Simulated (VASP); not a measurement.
# Ca8Se7 (a cell with a defect) in VASP: a series of runs

The runs below take Ca8Se7 (a cell with a defect) through single point, with PBE.

Program: VASP 6.6.1. These are calculated values, not measurements. Logs are shortened: lines on timing, memory, paths and dates and some standing lists are left out, and cuts for length are marked.

**1. The cell of the first run**

The cell holds a defect, 15 atoms: a = 8.337 Å, b = 8.337 Å, c = 8.337 Å, α = 60.00°, β = 60.00°, γ = 60.00°.

**2. Single point, PBE**

INCAR reads:

```
PREC     = Accurate       # precision mode
ENCUT    = 400            # plane-wave cutoff, eV
EDIFF    = 1E-6           # SCF threshold, eV
ISMEAR   = -1             # smearing method
SIGMA    = 0.05           # smearing width, eV
LREAL    = False          # projectors in reciprocal space
LASPH    = True           # aspherical terms in the spheres
NELM     = 120            # most SCF steps
ALGO     = Normal         # electronic algorithm
ISIF     = 2              # what is computed and relaxed
LWAVE    = False          # write WAVECAR
LCHARG   = False          # write CHGCAR
GGA      = PE             # functional
NBANDS   = 74             # bands
GGA_COMPAT= False
```

KPOINTS reads:

```
regular mesh
0
Gamma
  2 2 2
```

POSCAR reads:

```
Ca8Se7
1.0
    0.0000000000      5.8953040000      5.8953040000
    5.8953040000      0.0000000000      5.8953040000
    5.8953040000      5.8953040000      0.0000000000
Ca Se
8 7
Direct
   -0.0073045427      0.0188467804     -0.0043528714
   -0.0122384698      0.0022238887      0.4988015037
    0.0276607449      0.5066265455     -0.0058303185
   -0.0100435872      0.4982922000      0.5216801373
    0.5092244607     -0.0211397071      0.0025740827
    0.5110918792      0.0022215988      0.4988066773
    0.4714404889      0.5066242555     -0.0058376973
    0.5061030780      0.5054756294      0.4821993064
    0.2495738133      0.2380332719      0.2627132545
    0.2635780106      0.2488355986      0.7475233678
    0.2351168829      0.7535690271      0.2521378881
    0.2494600787      0.7675234390      0.7334451285
    0.7491542421      0.3213254143      0.1802595761
    0.7399508151      0.2488395849      0.7475202297
    0.7590581419      0.7535720804      0.2521407717
```

Potentials or basis: VASP PAW PBE potentials, release 64 (Ca_sv, Se).

Command:

```sh
$ cat potpaw_PBE.64/Ca_sv/POTCAR potpaw_PBE.64/Se/POTCAR > POTCAR
$ mpirun -np 1 vasp_std > vasp.out
```

OUTCAR:

```text
PREC = Accurate
   ENCUT = 400
   EDIFF = 1E-6
   ISMEAR = -1
   LREAL = False
   LASPH = True
   NELM = 120
   ISIF = 2
   GGA = PE

 ion  position               nearest neighbor table
   1  0.993  0.019  0.996-  13 2.91  15 2.94  11 2.94  14 2.96  10 2.96
   2  0.988  0.002  0.499-  11 2.92  14 2.92  12 2.93   9 2.94
   3  0.028  0.507  0.994-  13 2.79  12 2.85   9 2.90  10 2.98  15 2.98
   4  0.990  0.498  0.522-  14 2.95  10 2.95  11 2.95  15 2.95
   5  0.509  0.979  0.003-  11 2.95  15 2.95  10 2.96  14 2.96
   6  0.511  0.002  0.499-  15 2.92  10 2.92  12 2.93   9 2.94
   7  0.471  0.507  0.994-  13 2.79  12 2.85   9 2.90  14 2.98  11 2.98
   8  0.506  0.505  0.482-  13 2.91  10 2.95  14 2.95  11 2.96  15 2.96
   9  0.250  0.238  0.263-   3 2.90   7 2.90   6 2.94   2 2.94
  10  0.264  0.249  0.748-   6 2.92   8 2.95   4 2.95   5 2.96   1 2.96   3 2.98
  11  0.235  0.754  0.252-   2 2.92   1 2.94   5 2.95   4 2.95   8 2.96   7 2.98
  12  0.249  0.768  0.733-   3 2.85   7 2.85   6 2.93   2 2.93
  13  0.749  0.321  0.180-   3 2.79   7 2.79   8 2.91   1 2.91
  14  0.740  0.249  0.748-   2 2.92   8 2.95   4 2.95   5 2.96   1 2.96   7 2.98
  15  0.759  0.754  0.252-   6 2.92   1 2.94   5 2.95   4 2.95   8 2.96   3 2.98

  LATTYP: Found a face centered cubic cell.
 ALAT       =    11.7906080000

  Lattice vectors:

 A1 = (   0.0000000000,   5.8953040000,   5.8953040000)
 A2 = (   5.8953040000,   0.0000000000,   5.8953040000)
 A3 = (   5.8953040000,   5.8953040000,   0.0000000000)

Analysis of symmetry for initial positions (statically):
=====================================================================
 Subroutine PRICEL returns:
 Original cell was already a primitive cell.

 Routine SETGRP: Setting up the symmetry group for a
 face centered cubic supercell.

 Subroutine GETGRP returns: Found  2 space group operations
 (whereof  1 operations were pure point group operations)
 out of a pool of 48 trial point group operations.

The static configuration has the point symmetry C_1 .
 The point group associated with its full space group is C_1h.

Analysis of symmetry for dynamics (positions and initial velocities):
=====================================================================
 Subroutine PRICEL returns:
 Original cell was already a primitive cell.

 Routine SETGRP: Setting up the symmetry group for a
 face centered cubic supercell.

 Subroutine GETGRP returns: Found  2 space group operations
 (whereof  1 operations were pure point group operations)
 out of a pool of 48 trial point group operations.

The dynamic configuration has the point symmetry C_1 .
 The point group associated with its full space group is C_1h.

 Subroutine INISYM returns: Found  2 space group operations
[... 125 lines left out ...]
  volume/ion in A,a.u.               =      27.32       184.35
  Fermi-wavevector in a.u.,A,eV,Ry     =   1.093147  2.065748 16.258559  1.194970
  Thomas-Fermi vector in A             =   2.229427
   LORBIT       =      0    0 simple, 1 ext, 2 COOP (PROOUT), +10 PAW based schemes
   GGA     = PE    functional components
   LHFCALC =     F    Hartree Fock is set to
   AEXX    =    0.0000 exact exchange contribution
   IVDW    =     0    specifies the selected vdW correction
   LEPSILON=     F    determine dielectric tensor
   LRPA    =     F    only Hartree local field effects (RPA)
 non-spin polarized calculation
  energy-cutoff  :      400.00
  volume of cell :      409.78
 maximum number of plane-waves:      7456
   NGX = 27   NGY = 27   NGZ = 27

 number of electron     121.9999992 magnetization

 Free energy of the ion-electron system (eV)
  ---------------------------------------------------
  ext. energy  EPLUGINS =         0.00000000
  ---------------------------------------------------
  free energy    TOTEN  =       -67.16150907 eV

  energy without entropy =      -67.14393569  energy(sigma->0) =      -67.15272238

 E-fermi :   4.1298     XC(G=0):  -8.9387

 val. band max:        3.9943646287   @ k =   0.5000   0.5000   0.0000
 cond. band min:       4.2376189668   @ k =   0.0000   0.0000   0.0000
 fundamental gap:      0.2432543381
 Fermi energy:         4.1297941766

 k-point     1 :       0.0000    0.0000    0.0000
  band No.  band energies     occupation
      1     -37.7493      2.00000
      2     -37.7473      2.00000
      3     -37.7406      2.00000
      4     -37.7387      2.00000
      5     -37.6698      2.00000
      6     -37.6679      2.00000
[... 445 lines left out ...]
     72       6.7120      0.00000
     73       6.7362      0.00000
 [bands above 73 left out]

------------------------ aborting loop because EDIFF is reached ----------------------------------------

  FORCE on cell =-STRESS in cart. coord.  units (eV):
  Direction    XX          YY          ZZ          XY          YZ          ZX
  --------------------------------------------------------------------------------------
  -------------------------------------------------------------------------------------
  Total        1.7621142      4.3201875      4.3201875      0.0088558      1.0817864     -0.0088548
  in kB        6.8896318     16.8913582     16.8913582      0.0346249      4.2296407     -0.0346211
  external PRESSURE =      13.5574494 kB  Pullay stress =       0.0000000 kB

 VOLUME and BASIS-vectors are now :
 -----------------------------------------------------------------------------
  energy-cutoff  :      400.00
  volume of cell :      409.78
      direct lattice vectors                 reciprocal lattice vectors
     0.000000000  5.895304000  5.895304000    -0.084813268  0.084813268  0.084813268
     5.895304000  0.000000000  5.895304000     0.084813268 -0.084813268  0.084813268
     5.895304000  5.895304000  0.000000000     0.084813268  0.084813268 -0.084813268

 POSITION                                       TOTAL-FORCE (eV/Angst)
 -----------------------------------------------------------------------------------
      5.98075     11.72188      5.96335        -0.145656     -0.001473      0.001473
      2.95370      8.76374      5.83626        -0.000196     -0.112216      0.088316
      8.84765      6.02400      3.14979         0.003744     -0.294712     -0.153976
      6.01305      8.91156      8.77368        -0.087179     -0.099287      0.099287
      5.78585      3.01721      8.77271         0.090742     -0.101608      0.101608
      2.95371      5.95366      3.02614        -0.000196     -0.088316      0.112216
      8.84759      8.64017      5.76599         0.003744      0.153976      0.294712
      5.82264      5.82634      5.96356         0.153037      0.000391     -0.000391
      2.95205      3.02009      2.87459         0.001625     -0.115215      0.115215
      5.87384      5.96075      3.02083         0.048489     -0.101298     -0.000312
      5.92895      2.87252      5.82860        -0.051744      0.004492      0.103657
      8.84867      5.79452      5.99543         0.001665     -0.020827      0.020827
      2.95700      5.47918      6.31080        -0.014821      0.879440     -0.879440
      5.87384      8.76909      5.82922         0.048489      0.000312      0.101298
      5.92898      5.96133      8.91742        -0.051744     -0.103657     -0.004492
 -----------------------------------------------------------------------------------
    total drift:                                0.000216      0.048950      0.047468

  FREE ENERGIE OF THE ION-ELECTRON SYSTEM (eV)
  ---------------------------------------------------
  free  energy   TOTEN  =       -67.1615090675 eV

  energy  without entropy=      -67.1439356946  energy(sigma->0) =      -67.15272238
```

OSZICAR:

```text
N       E                     dE             d eps       ncg     rms          rms(c)
DAV:   1     0.106400482827E+04    0.10640E+04   -0.50217E+04   888   0.126E+03
DAV:   2     0.164509330397E+02   -0.10476E+04   -0.10266E+04  1058   0.392E+02
DAV:   3    -0.622364471758E+02   -0.78687E+02   -0.78226E+02  1148   0.890E+01
DAV:   4    -0.680293501854E+02   -0.57929E+01   -0.57699E+01  1600   0.227E+01
DAV:   5    -0.684051559765E+02   -0.37581E+00   -0.37563E+00  1216   0.380E+00    0.118E+01
DAV:   6    -0.671967881853E+02    0.12084E+01   -0.27283E+00  1032   0.416E+00    0.726E+00
DAV:   7    -0.671358458947E+02    0.60942E-01   -0.13849E+00  1192   0.330E+00    0.211E+00
DAV:   8    -0.671551546132E+02   -0.19309E-01   -0.19614E-01  1128   0.136E+00    0.331E-01
DAV:   9    -0.671589215955E+02   -0.37670E-02   -0.11117E-02  1472   0.310E-01    0.235E-01
DAV:  10    -0.671611415074E+02   -0.22199E-02   -0.26439E-03  1136   0.189E-01    0.644E-02
DAV:  11    -0.671615027615E+02   -0.36125E-03   -0.53973E-04  1232   0.757E-02    0.243E-02
DAV:  12    -0.671615088096E+02   -0.60481E-05   -0.77454E-05  1160   0.369E-02    0.633E-03
DAV:  13    -0.671615099013E+02   -0.10917E-05   -0.70306E-06  1080   0.842E-03    0.343E-03
DAV:  14    -0.671615090675E+02    0.83384E-06   -0.98624E-07   648   0.414E-03
   1 F= -.67161509E+02 E0= -.67152722E+02  d E =-.175734E-01
```

It took 2.4 min on 1 thread of Oxide Virtual Turin-like, shared host; peak memory 0.37 GiB.

What came out:

```yaml
Free_energy: -67.1615 eV
Pressure: 1.4 GPa
Largest_force: 1.244 eV/Å
Band_gap_on_the_k_mesh: 0.24 eV
```

Forces on the atoms (eV/Å):
```
Ca  -0.146 -0.001  0.001
Ca   0.000 -0.112  0.088
Ca   0.004 -0.295 -0.154
Ca  -0.087 -0.099  0.099
Ca   0.091 -0.102  0.102
Ca   0.000 -0.088  0.112
Ca   0.004  0.154  0.295
Ca   0.153  0.000  0.000
Se   0.002 -0.115  0.115
Se   0.048 -0.101  0.000
Se  -0.052  0.004  0.104
Se   0.002 -0.021  0.021
Se  -0.015  0.879 -0.879
Se   0.048  0.000  0.101
Se  -0.052 -0.104 -0.004
```

Stress tensor (GPa, compression positive):
```
0.69 0.00 0.00
0.00 1.69 0.42
0.00 0.42 1.69
```

Caveat: the k points lie up to 0.46 Å⁻¹ apart.

(Continued in part 2 of 2.)
